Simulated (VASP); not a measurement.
A run of VASP 6.6.1 is set up as follows.

File INCAR:

```
  PREC = Accurate
  ENCUT = 520
  EDIFF = 1E-6
  ISMEAR = -1
  SIGMA = 0.05
  LREAL = False
  LASPH = True
  NELM = 60
  ALGO = Normal
  ISIF = 2
  LWAVE = False
  LCHARG = False
  GGA = PS
  IVDW = 12
  NBANDS = 20
```

File KPOINTS:

```
regular mesh
0
Gamma
  9 9 9
```

Contents of POSCAR:

```
CdF2
1.0
    0.0000000000      2.6801017717      2.6801017717
    2.6801017717      0.0000000000      2.6801017717
    2.6801017717      2.6801017717      0.0000000000
Cd F
1 2
Direct
    0.0000000000      0.0000000000      0.0000000000
    0.7500000000      0.7500000000      0.7500000000
    0.2500000000      0.2500000000      0.2500000000
```

Potentials or basis: VASP PAW PBE potentials, release 64 (Cd, F).

The run is started by

```sh
$ cat potpaw_PBE.64/Cd/POTCAR potpaw_PBE.64/F/POTCAR > POTCAR
$ mpirun -np 1 vasp_std > vasp.out
```

What does it give for the pressure?

0.6 GPa.

What does it give for the band gap on the k mesh?

2.99 eV, indirect (least direct gap 3.43 eV).

Predict the dispersion energy per atom.

-0.139 eV.

Caveat: three body term missing; the PAW data sets were made with another functional, which shifts forces and pressure a little. As with any semilocal functional, this PBEsol gap is likely too small.
